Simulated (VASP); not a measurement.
Write the native input for VASP 6.6.1 that does the following.

```yaml
Task: single point
Functional: PBE
Potentials_or_basis: VASP PAW PBE potentials, release 64 (Zn, Y_sv, Cu)
Cutoff: 520 eV
k_mesh: 1 × 1 × 1, shifted
Occupations: fermi-dirac, width 0.1181 eV
Spin: no spin polarisation
Dipole_correction: no
Further_INCAR_settings: LREAL = Auto; ALGO = Normal; EDIFF = 1e-06; NBANDS = 134; ISYM = 0
```

The structure of Y4Zn15Cu lies in POSCAR:

```
Y4Zn15Cu
1.0
    7.0818900000      0.0552270000     -0.0432260000
    0.0552270000      7.5375120000      0.0381650000
   -0.0432260000      0.0381650000      7.0938070000
Zn Y Cu
15 4 1
Direct
    0.6507770520      0.5616379665      0.1239780806
    0.9884587367      0.6612404492      0.9039321024
    0.7812440001      0.4864533911      0.4527699386
    0.1943599533      0.6653217480      0.6390258995
    0.7835422366      0.3163098535      0.8248918291
    0.2221254538      0.4046356967      0.8667432979
    0.1443097030      0.5978677417      0.2254403466
    0.9598346204      0.3010578780      0.1434257991
    0.5563150713      0.9885476086      0.3538300881
    0.6567140233      0.5837595408      0.7697395683
    0.8459215915      0.8035326171      0.4407846146
    0.3813615794      0.8356747961     -0.0263136272
    0.6670512744      0.9631163943      0.7657377232
    0.4716190386      0.6647535020      0.4224655234
    0.8875839910      0.1785724840      0.4951698695
    0.1404070125     -0.0355659799      0.2900757815
    0.5152016993      0.2010216203      0.0882242946
    0.1305747316      0.0633435198      0.7522129821
    0.4158194920      0.3095706517      0.4968435777
    0.8047382271      0.8476800012      0.0910661803
```

The input as run:

INCAR

```
PREC     = Accurate       # precision mode
ENCUT    = 520            # plane-wave cutoff, eV
EDIFF    = 1E-6           # SCF threshold, eV
ISMEAR   = -1             # smearing method
SIGMA    = 0.1181         # smearing width, eV
LREAL    = Auto         
LASPH    = T              # aspherical terms in the spheres
NELM     = 60             # most SCF steps
ALGO     = Normal         # electronic algorithm
ISIF     = 2              # what is computed and relaxed
LWAVE    = F              # write WAVECAR
LCHARG   = T              # write CHGCAR
GGA      = PE             # functional
LELF     = T              # ELF
LVHAR    = T            
ISYM     = 0            
NBANDS   = 134            # bands
```

KPOINTS

```
Automatic mesh
0
Gamma
  1 1 1
  0.25 0.25 0.25
```

Potentials or basis: VASP PAW PBE potentials, release 64 (Zn, Y_sv, Cu).

Launch:

```bash
$ cat potpaw_PBE.64/Zn/POTCAR potpaw_PBE.64/Y_sv/POTCAR potpaw_PBE.64/Cu/POTCAR > POTCAR
$ mpirun -np 1 vasp_std > vasp.out
```

It gave:

The pressure is 4.0 GPa. The largest force is 2.783 eV/Å.

Caveat: the k points lie up to 0.89 Å⁻¹ apart.

Run time: 120 s on 1 thread of Intel(R) Xeon(R) 6975P-C (Granite Rapids), on a shared host, peak memory 0.43 GiB.
